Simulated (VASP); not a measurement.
# ScCu (Pm-3m) in VASP: single point with LDA

Aim: the single point of ScCu with LDA.

All numbers are computed with VASP 6.6.1; they aren't measurements. Logs are shortened: lines on timing, memory, paths and dates and some standing lists are left out, and cuts for length are marked.

## (1) The cell of the first run

The structure is cubic, space group Pm-3m (No. 221). Conventional cell: a = 3.256 Å, b = 3.256 Å, c = 3.256 Å, α = 90.00°, β = 90.00°, γ = 90.00°. Sc (site symmetry m-3m) has 8 Cu at 2.82 Å and 6 Sc at 3.26 Å within 3.7 Å. Cu (site symmetry m-3m) has 8 Sc at 2.82 Å and 6 Cu at 3.26 Å within 3.7 Å.

## (2) Single point, LDA

The input, INCAR:

```
PREC = Accurate
ENCUT = 520
EDIFF = 1E-7
ISMEAR = 1
SIGMA = 0.1
LREAL = F
LASPH = T
NELM = 60
ALGO = Normal
ISIF = 2
LWAVE = F
LCHARG = F
GGA = CA
NBANDS = 18
```

The input, KPOINTS:

```
Automatic mesh
0
Gamma
  7 7 7
```

The input, POSCAR:

```
ScCu
1.0
    3.2560000000      0.0000000000      0.0000000000
    0.0000000000      3.2560000000      0.0000000000
    0.0000000000      0.0000000000      3.2560000000
Sc Cu
1 1
Direct
    0.5000000000      0.5000000000      0.5000000000
    0.0000000000      0.0000000000      0.0000000000
```

Potentials or basis: VASP PAW LDA potentials, release 64 (Sc_sv, Cu).

On the command line:

```console
> cat potpaw_LDA.64/Sc_sv/POTCAR potpaw_LDA.64/Cu/POTCAR > POTCAR
> mpirun -np 1 vasp_std > vasp.out
```

OUTCAR:

```text
PREC = Accurate
   ENCUT = 520
   EDIFF = 1E-7
   ISMEAR = 1
   LREAL = F
   LASPH = T
   NELM = 60
   ISIF = 2
   GGA = CA

 ion  position               nearest neighbor table
   1  0.500  0.500  0.500-   2 2.82   2 2.82   2 2.82   2 2.82   2 2.82   2 2.82   2 2.82   2 2.82

   2  0.000  0.000  0.000-   1 2.82   1 2.82   1 2.82   1 2.82   1 2.82   1 2.82   1 2.82   1 2.82

  LATTYP: Found a simple cubic cell.
 ALAT       =     3.2560000000

  Lattice vectors:

 A1 = (   3.2560000000,   0.0000000000,   0.0000000000)
 A2 = (   0.0000000000,   3.2560000000,   0.0000000000)
 A3 = (   0.0000000000,   0.0000000000,   3.2560000000)

Analysis of symmetry for initial positions (statically):
=====================================================================
 Subroutine PRICEL returns:
 Original cell was already a primitive cell.

 Routine SETGRP: Setting up the symmetry group for a
 simple cubic supercell.

 Subroutine GETGRP returns: Found 48 space group operations
 (whereof 48 operations were pure point group operations)
 out of a pool of 48 trial point group operations.

The static configuration has the point symmetry O_h .

Analysis of symmetry for dynamics (positions and initial velocities):
=====================================================================
 Subroutine PRICEL returns:
 Original cell was already a primitive cell.

 Routine SETGRP: Setting up the symmetry group for a
 simple cubic supercell.

 Subroutine GETGRP returns: Found 48 space group operations
 (whereof 48 operations were pure point group operations)
 out of a pool of 48 trial point group operations.

The dynamic configuration has the point symmetry O_h .

 Subroutine INISYM returns: Found 48 space group operations
 (whereof 48 operations are pure point group operations),
 and found     1 'primitive' translations

----------------------------------------------------------------------------------------

                                     Primitive cell

  volume of cell :      34.5186

  direct lattice vectors                    reciprocal lattice vectors
     3.256000000  0.000000000  0.000000000     0.307125307  0.000000000  0.000000000
     0.000000000  3.256000000  0.000000000     0.000000000  0.307125307  0.000000000
     0.000000000  0.000000000  3.256000000     0.000000000  0.000000000  0.307125307

  length of vectors
     3.256000000  3.256000000  3.256000000     0.307125307  0.307125307  0.307125307

  position of ions in fractional coordinates (direct lattice)
     0.500000000  0.500000000  0.500000000
     0.000000000  0.000000000  0.000000000

  ion indices of the primitive-cell ions
   primitive index   ion index
                 1           1
                 2           2

----------------------------------------------------------------------------------------

 KPOINTS: Automatic mesh

Automatic generation of k-mesh.
 Grid dimensions read from file:
 generate k-points for:    7    7    7

 Generating k-lattice:

  Cartesian coordinates                     Fractional coordinates (reciprocal lattice)
     0.043875044  0.000000000  0.000000000     0.142857143  0.000000000  0.000000000
     0.000000000  0.043875044  0.000000000     0.000000000  0.142857143  0.000000000
     0.000000000  0.000000000  0.043875044     0.000000000  0.000000000  0.142857143

  Length of vectors
     0.043875044  0.043875044  0.043875044

  Shift w.r.t. Gamma in fractional coordinates (k-lattice)
     0.000000000  0.000000000  0.000000000

 Subroutine IBZKPT returns following result:
 ===========================================

 Found     20 irreducible k-points:

 Following reciprocal coordinates:
            Coordinates               Weight
  0.000000  0.000000  0.000000      1.000000
  0.142857  0.000000  0.000000      6.000000
  0.285714  0.000000  0.000000      6.000000
  0.428571  0.000000  0.000000      6.000000
  0.142857  0.142857  0.000000     12.000000
  0.285714  0.142857  0.000000     24.000000
[... 12 lines left out ...]
  0.428571  0.428571  0.285714     24.000000
  0.428571  0.428571  0.428571      8.000000
   k-points           NKPTS =     20   k-points in BZ     NKDIM =     20   number of bands    NBANDS=     18
   number of dos      NEDOS =    301   number of ions     NIONS =      2
   total plane-waves  NPLWV =  13824
   dimension x,y,z NGX =    24 NGY =   24 NGZ =   24
   dimension x,y,z NGXF=    48 NGYF=   48 NGZF=   48
   ions per type =               1   1
   NGX,Y,Z   is equivalent  to a cutoff of  12.25, 12.25, 12.25 a.u.
   NGXF,Y,Z  is equivalent  to a cutoff of  24.51, 24.51, 24.51 a.u.
 SYSTEM =  unknown system
   PREC   = accura    normal or accurate (medium, high low for compatibility)
   ISTART =      0    job   : 0-new  1-cont  2-samecut
   ICHARG =      2    charge: 1-file 2-atom 10-const
   ISPIN  =      1    spin polarized calculation?
   LNONCOLLINEAR =      F non collinear calculations
   LSORBIT =      F    spin-orbit coupling
   LASPH  =      T    aspherical Exc in radial PAW
   ENCUT  =  520.0 eV  38.22 Ry    6.18 a.u.   6.05  6.05  6.05*2*pi/ulx,y,z
   NELM   =     60;   NELMIN=  2; NELMDL= -5     # of ELM steps
   EDIFF  = 0.1E-06   stopping-criterion for ELM
   LREAL  =      F    real-space projection
   EDIFFG = 0.1E-05   stopping-criterion for IOM
   NSW    =      0    number of steps for IOM
   IBRION =     -1    ionic relax: 0-MD 1-quasi-New 2-CG
   NFREE  =      0    steps in history (QN), initial steepest desc. (CG)
   ISIF   =      2    stress and relaxation
   ISYM   =      2    0-nonsym 1-usesym 2-fastsym
   POTIM  = 0.5000    time-step for ionic-motion
   TEBEG  =    0.0;   TEEND  =   0.0 temperature during run
   PSTRESS=    0.0 pullay stress
   NELECT =      22.0000    total number of electrons
   NUPDOWN=      -1.0000    fix difference up-down
   EMIN   =  10.00;   EMAX   =-10.00  energy-range for DOS
   EFERMI =   0.00;   METHOD = LEGACY
   ISMEAR =     1;   SIGMA  =   0.10  broadening in eV -4-tet -1-fermi 0-gaus
   EFERMI_NEDOS =   21; number of points for ismear=-14 and -15
   IALGO  =     38    algorithm
   IMIX   =      4    mixing-type and parameters
     AMIX     =   0.40;   BMIX     =  1.00
     AMIX_MAG =   1.60;   BMIX_MAG =  1.00
  volume/ion in A,a.u.               =      17.26       116.47
  Fermi-wavevector in a.u.,A,eV,Ry     =   1.408850  2.662340 27.005625  1.984857
  Thomas-Fermi vector in A             =   2.530966
   LORBIT       =      0    0 simple, 1 ext, 2 COOP (PROOUT), +10 PAW based schemes
   GGA     = CA    functional components
   LHFCALC =     F    Hartree Fock is set to
   AEXX    =    0.0000 exact exchange contribution
   IVDW    =     0    specifies the selected vdW correction
   LEPSILON=     F    determine dielectric tensor
   LRPA    =     F    only Hartree local field effects (RPA)
 non-spin polarized calculation
 Methfessel and Paxton  Order N= 1 SIGMA  =   0.10
  energy-cutoff  :      520.00
  volume of cell :       34.52
 maximum number of plane-waves:       941
   NGX = 13   NGY = 13   NGZ = 13

 number of electron      21.9999972 magnetization

 Free energy of the ion-electron system (eV)
  ---------------------------------------------------
  ext. energy  EPLUGINS =         0.00000000
  ---------------------------------------------------
  free energy    TOTEN  =       -11.87587794 eV

  energy without entropy =      -11.87724563  energy(sigma->0) =      -11.87633384

 E-fermi :   5.2107     XC(G=0): -11.4309

 val. band max:        5.1743391190   @ k =   0.2857   0.2857   0.0000
 cond. band min:       5.2439822814   @ k =   0.2857   0.1429   0.1429
 fundamental gap:      0.0696431624
 Fermi energy:         5.2107327215

 k-point     1 :       0.0000    0.0000    0.0000
  band No.  band energies     occupation
      1     -43.8363      2.00000
      2     -22.6925      2.00000
      3     -22.6925      2.00000
      4     -22.6925      2.00000
      5      -1.7712      2.00000
      6       1.3991      2.00000
[... 10 lines left out ...]
     17      12.0457      0.00000
     18      12.0457      0.00000

 k-point     2 :       0.1429    0.0000    0.0000
  band No.  band energies     occupation
      1     -43.8320      2.00000
      2     -22.7385      2.00000
      3     -22.6888      2.00000
      4     -22.6888      2.00000
      5      -1.4406      2.00000
      6       1.4690      2.00000
[... 10 lines left out ...]
     17      12.8444      0.00000
     18      12.8444      0.00000

 k-point     3 :       0.2857    0.0000    0.0000
  band No.  band energies     occupation
      1     -43.8224      2.00000
      2     -22.8405      2.00000
      3     -22.6803      2.00000
      4     -22.6803      2.00000
      5      -0.5115      2.00000
      6       1.6348      2.00000
[... 10 lines left out ...]
     17      14.5879      0.00000
     18      14.5879      0.00000

 k-point     4 :       0.4286    0.0000    0.0000
  band No.  band energies     occupation
      1     -43.8146      2.00000
      2     -22.9210      2.00000
      3     -22.6736      2.00000
      4     -22.6736      2.00000
      5       0.7054      2.00000
      6       1.7782      2.00000
[... 10 lines left out ...]
     17      16.6828      0.00000
     18      16.7158      0.00000

 k-point     5 :       0.1429    0.1429    0.0000
  band No.  band energies     occupation
      1     -43.8278      2.00000
      2     -22.7370      2.00000
      3     -22.7314      2.00000
      4     -22.6850      2.00000
      5      -1.1237      2.00000
      6       1.5298      2.00000
[... 10 lines left out ...]
     17      11.7379      0.00000
     18      13.4772      0.00000

 k-point     6 :       0.2857    0.1429    0.0000
  band No.  band energies     occupation
      1     -43.8182      2.00000
      2     -22.8350      2.00000
      3     -22.7243      2.00000
      4     -22.6764      2.00000
      5      -0.2454      2.00000
      6       1.6547      2.00000
[... 10 lines left out ...]
     17      12.9163      0.00000
     18      14.9773      0.00000

 k-point     7 :       0.4286    0.1429    0.0000
  band No.  band energies     occupation
      1     -43.8105      2.00000
      2     -22.9144      2.00000
      3     -22.7165      2.00000
      4     -22.6695      2.00000
      5       0.8454      2.00000
      6       1.7277      2.00000
[... 10 lines left out ...]
     17      14.3404      0.00000
     18      16.5743      0.00000

 k-point     8 :       0.2857    0.2857    0.0000
  band No.  band energies     occupation
      1     -43.8088      2.00000
      2     -22.8264      2.00000
      3     -22.8179      2.00000
      4     -22.6675      2.00000
      5       0.4263      2.00000
      6       1.6291      2.00000
[... 10 lines left out ...]
     17      11.7566      0.00000
     18      15.9090      0.00000
[... 145 lines left out ...]
     17      12.3426      0.00000
     18      14.4538      0.00000

 k-point    16 :       0.4286    0.4286    0.1429
  band No.  band energies     occupation
      1     -43.7899      2.00000
      2     -22.8829      2.00000
      3     -22.8814      2.00000
      4     -22.6948      2.00000
      5       1.3126      2.00000
      6       1.4500      2.00000
[... 10 lines left out ...]
     17      11.5028      0.00000
     18      12.8048      0.00000

 k-point    17 :       0.2857    0.2857    0.2857
  band No.  band energies     occupation
      1     -43.7955      2.00000
      2     -22.8110      2.00000
      3     -22.8029      2.00000
      4     -22.8029      2.00000
      5       1.3627      2.00000
      6       1.9126      2.00000
[... 10 lines left out ...]
     17      11.8524      0.00000
     18      11.8524      0.00000

 k-point    18 :       0.4286    0.2857    0.2857
  band No.  band energies     occupation
      1     -43.7881      2.00000
      2     -22.8809      2.00000
      3     -22.7982      2.00000
      4     -22.7945      2.00000
      5       1.6298      2.00000
      6       1.8491      2.00000
[... 10 lines left out ...]
     17      11.4186      0.00000
     18      13.3830      0.00000

 k-point    19 :       0.4286    0.4286    0.2857
  band No.  band energies     occupation
      1     -43.7808      2.00000
      2     -22.8711      2.00000
      3     -22.8700      2.00000
      4     -22.7877      2.00000
      5       1.6256      2.00000
      6       1.8224      2.00000
[... 10 lines left out ...]
     17      10.3279      0.00000
     18      12.6764      0.00000

 k-point    20 :       0.4286    0.4286    0.4286
  band No.  band energies     occupation
      1     -43.7735      2.00000
      2     -22.8620      2.00000
      3     -22.8609      2.00000
      4     -22.8609      2.00000
      5       1.7316      2.00000
      6       1.7847      2.00000
[... 10 lines left out ...]
     17      11.6928      0.00000
     18      11.6928      0.00000

------------------------ aborting loop because EDIFF is reached ----------------------------------------

  FORCE on cell =-STRESS in cart. coord.  units (eV):
  Direction    XX          YY          ZZ          XY          YZ          ZX
  --------------------------------------------------------------------------------------
  -------------------------------------------------------------------------------------
  Total       -1.5280718     -1.5280718     -1.5280718      0.0000000      0.0000000      0.0000000
  in kB      -70.9252954    -70.9252954    -70.9252954      0.0000000      0.0000000      0.0000000
  external PRESSURE =     -70.9252954 kB  Pullay stress =       0.0000000 kB

 VOLUME and BASIS-vectors are now :
 -----------------------------------------------------------------------------
  energy-cutoff  :      520.00
  volume of cell :       34.52
      direct lattice vectors                 reciprocal lattice vectors
     3.256000000  0.000000000  0.000000000     0.307125307  0.000000000  0.000000000
     0.000000000  3.256000000  0.000000000     0.000000000  0.307125307  0.000000000
     0.000000000  0.000000000  3.256000000     0.000000000  0.000000000  0.307125307

 POSITION                                       TOTAL-FORCE (eV/Angst)
 -----------------------------------------------------------------------------------
      1.62800      1.62800      1.62800         0.000000      0.000000      0.000000
      0.00000      0.00000      0.00000         0.000000      0.000000      0.000000
 -----------------------------------------------------------------------------------
    total drift:                                0.000000      0.000000     -0.000000

  FREE ENERGIE OF THE ION-ELECTRON SYSTEM (eV)
  ---------------------------------------------------
  free  energy   TOTEN  =       -11.8758779410 eV

  energy  without entropy=      -11.8772456316  energy(sigma->0) =      -11.87633384
```

It used 7.7 s of CPU time on 1 thread of Intel Xeon 6975P-C (shared host).

Results:

```
Free energy            : -11.8759 eV
Pressure               : -7.1 GPa
Band gap on the k mesh : zero (band 11 reaches 5.75 eV, above the bottom of band 12 at 4.09 eV)
```
